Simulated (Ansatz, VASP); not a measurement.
TiO2 in VASP and in Ansatz

Contents of INCAR:

```
SYSTEM = TiO2
ALGO     = Normal         ! electronic algorithm
EDIFF    = 1E-7           ! SCF threshold, eV
EDIFFG   = -0.005         ! ionic threshold
ENCUT    = 600            ! plane-wave cutoff, eV
GGA      = PE             ! functional
IBRION   = 2              ! ionic algorithm
ISIF     = 3              ! what is computed and relaxed
ISMEAR   = 0              ! smearing method
LASPH    = .True.         ! aspherical terms in the spheres
LCHARG   = .False.        ! write CHGCAR
LREAL    = .False.        ! projectors in reciprocal space
LWAVE    = .False.        ! write WAVECAR
NELM     = 100            ! most SCF steps
NSW      = 100            ! ionic steps
PREC     = Accurate       ! precision mode
SIGMA    = 0.02           ! smearing width, eV
```

The input KPOINTS:

```
k-points
0
Gamma
  6 6 10
  0 0 0
```

The input POSCAR:

```
TiO2
1.0
    4.5922000000      0.0000000000      0.0000000000
    0.0000000000      4.5922000000      0.0000000000
    0.0000000000      0.0000000000      2.9574000000
Ti O
2 4
Direct
    0.0000000000      0.0000000000      0.0000000000
    0.5000000000      0.5000000000      0.5000000000
    0.3049600000      0.3049600000      0.0000000000
    0.1950400000      0.8049600000      0.5000000000
    0.6950400000      0.6950400000      0.0000000000
    0.8049600000      0.1950400000      0.5000000000
```

Input for Ansatz:

```yaml
crystal:
  lattice:
    - [4.5922, 0.0, 0.0]
    - [0.0, 4.5922, 0.0]
    - [0.0, 0.0, 2.9574]
  atoms:
    - { symbol: Ti, position: [0.0, 0.0, 0.0] }
    - { symbol: Ti, position: [0.5, 0.5, 0.5] }
    - { symbol: O, position: [0.30496, 0.30496, 0.0] }
    - { symbol: O, position: [0.19504, 0.80496, 0.5] }
    - { symbol: O, position: [0.69504, 0.69504, 0.0] }
    - { symbol: O, position: [0.80496, 0.19504, 0.5] }
basis:
  ecutwfc: 420
kpoints:
  mp_grid: { grid: [6, 6, 10] }
hamiltonian:
  xc: pbe
scf:
  occupations: { method: gaussian, width: 0.02 }
output:
  forces: true
  stress: true
  eigenvalues: true
  write_density: true
  write_potential: true
  elf: true
  volumetric_format: npy
relax:
  adjacent_minimum: "off"
  f_tol: 0.005
  max_steps: 80
  cell: { stress_tol: 0.05 }
```

Alike in both runs: task relaxation of cell and atoms; functional PBE; k mesh 6 × 6 × 10; occupations gaussian, width 0.02 eV; no spin polarisation.

|  | VASP | Ansatz |
| --- | --- | --- |
| version | VASP 6.6.1 | Ansatz 0.2.0 |
| potentials or method | VASP PAW PBE potentials, release 64 (Ti_sv, O), cutoff 600 eV | scalar-relativistic, plane waves, PAW |
| valence electrons in the cell | 48 | 48 |

|  | VASP | Ansatz | Ansatz less VASP |
| --- | --- | --- | --- |
| gap on the k mesh at the Fermi level, each at its own relaxed structure (eV) | 1.82 | 1.86 | +0.036 |
| relaxed volume (Å³/atom) | 10.67 | 10.65 | -0.018 |
| relaxed cell length with the largest relative difference (Å) | 2.967 | 2.964 | -0.0029 |
